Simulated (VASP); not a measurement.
Wanted: the native input for a VASP 6.6.1 run.

```
Task                   : single point
Functional             : r2SCAN
Potentials or basis    : VASP PAW PBE potentials, release 64 (W_sv, Se)
Cutoff                 : 520 eV
k mesh                 : 10 × 10 × 10
Occupations            : fermi-dirac, width 0.02 eV
Spin                   : no spin polarisation
Dipole correction      : no
Further INCAR settings : ALGO = Normal; EDIFF = 1e-07; NBANDS = 20
```

Crystal: WSe2.

```
CELL_PARAMETERS angstrom
1.64330 0.94876 6.49727
-1.64330 0.94876 6.49727
0.00000 -1.89752 6.49727
ATOMIC_POSITIONS crystal
W 0.00000 0.00000 0.00000
Se 0.24626 0.24626 0.24626
Se 0.75374 0.75374 0.75374
```

One way to write it, as run:

POSCAR

```
WSe2
1.0
    1.6433003532      0.9487599013      6.4972669691
   -1.6433003532      0.9487599013      6.4972669691
    0.0000000000     -1.8975198026      6.4972669691
W Se
1 2
Direct
    0.0000000000      0.0000000000      0.0000000000
    0.2462563273      0.2462563273      0.2462563273
    0.7537436727      0.7537436727      0.7537436727
```

INCAR.step1

```
ALGO     = Normal         # electronic algorithm
EDIFF    = 1E-4           # SCF threshold, eV
ENCUT    = 520            # plane-wave cutoff, eV
GGA      = PE             # functional
ISMEAR   = -1             # smearing method
LASPH    = T              # aspherical terms in the spheres
LCHARG   = F              # write CHGCAR
LREAL    = F              # projectors in reciprocal space
LWAVE    = T              # write WAVECAR
NBANDS   = 20             # bands
NELM     = 100            # most SCF steps
PREC     = Accurate       # precision mode
SIGMA    = 0.02           # smearing width, eV
```

INCAR.step2

```
ALGO     = Normal         # electronic algorithm
EDIFF    = 1E-7           # SCF threshold, eV
ENCUT    = 520            # plane-wave cutoff, eV
ISIF     = 2              # what is computed and relaxed
ISMEAR   = -1             # smearing method
ISTART   = 1            
LASPH    = T              # aspherical terms in the spheres
LCHARG   = F              # write CHGCAR
LMIXTAU  = T            
LREAL    = F              # projectors in reciprocal space
LWAVE    = F              # write WAVECAR
METAGGA  = R2SCAN         # meta-GGA
NBANDS   = 20             # bands
NELM     = 100            # most SCF steps
PREC     = Accurate       # precision mode
SIGMA    = 0.02           # smearing width, eV
```

KPOINTS

```
k-points
0
Gamma
  10 10 10
```

Potentials or basis: VASP PAW PBE potentials, release 64 (W_sv, Se).

Launch:

```console
$ cat potpaw_PBE.64/W_sv/POTCAR potpaw_PBE.64/Se/POTCAR > POTCAR
$ cp INCAR.step1 INCAR
$ mpirun -np 1 vasp_std > vasp.out
$ cp INCAR.step2 INCAR
$ mpirun -np 1 vasp_std > vasp.out
```

Results of the run:

```
Pressure               : 1.7 GPa
Largest force          : 0.043 eV/Å
Band gap on the k mesh : zero (bands 13 and 14 overlap by 0.50 eV)
```

Caveat: the PAW data sets were made with another functional, which shifts forces and pressure a little; spin-orbit coupling is left out, which moves the levels of the heavy elements.

Wall time 24 min on 1 thread of Intel(R) Xeon(R) Platinum 8259CL CPU @ 2.50GHz (Skylake/Cascade Lake), on a shared host, peak memory 0.48 GiB.
